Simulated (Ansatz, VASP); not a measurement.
AlFe3 in VASP and in Ansatz

```xyz
4
Lattice="3.5999 0.0000 0.0000 0.0000 3.5999 0.0000 0.0000 0.0000 3.5999" Properties=species:S:1:pos:R:3 pbc="T T T"
Al    0.0000    0.0000    0.0000
Fe    1.7999    1.7999    0.0000
Fe    1.7999    0.0000    1.7999
Fe    0.0000    1.7999    1.7999
```

Alike in both runs: functional PBEsol; k mesh 12 × 12 × 12; occupations gaussian, width 0.1 eV; collinear spin.

Ansatz relaxed the structure, and its values are those at the end. VASP's run is a single point on that final structure, the one shown.

|  | VASP | Ansatz |
| --- | --- | --- |
| version | VASP 6.6.1 | Ansatz 0.2.0 |
| potentials or method | VASP PAW PBE potentials, release 64 (Al, Fe), cutoff 520 eV | scalar-relativistic, plane waves, PAW |
| valence electrons in the cell | 27 | 51 |

Ansatz gave:

| Quantity | Value |
| --- | --- |
| gap on the k mesh at the Fermi level (eV) | none |
| pressure (GPa) | 0.0 |
| net moment per atom (μB) | 1.69 |
| size of the moment on the site where the two differ most (μB) | 0.09 |

Problem. Estimate VASP's values.

Solution. gap on the k mesh at the Fermi level (eV): none; pressure (GPa): 0.2; net moment per atom (μB): 1.69; size of the moment on the site where the two differ most (μB): 0.07.

VASP's potentials were made for PBE, not for PBEsol. Site moments also hang on the region over which each program counts them. A gap of «none» marks a metal or a gap that the smearing closes. The functional is the same, so the differences come from potentials, cutoffs and numerics. VASP's potentials hold 27 valence electrons a cell and Ansatz's 51, so a difference there can come from the potentials and not from the codes.
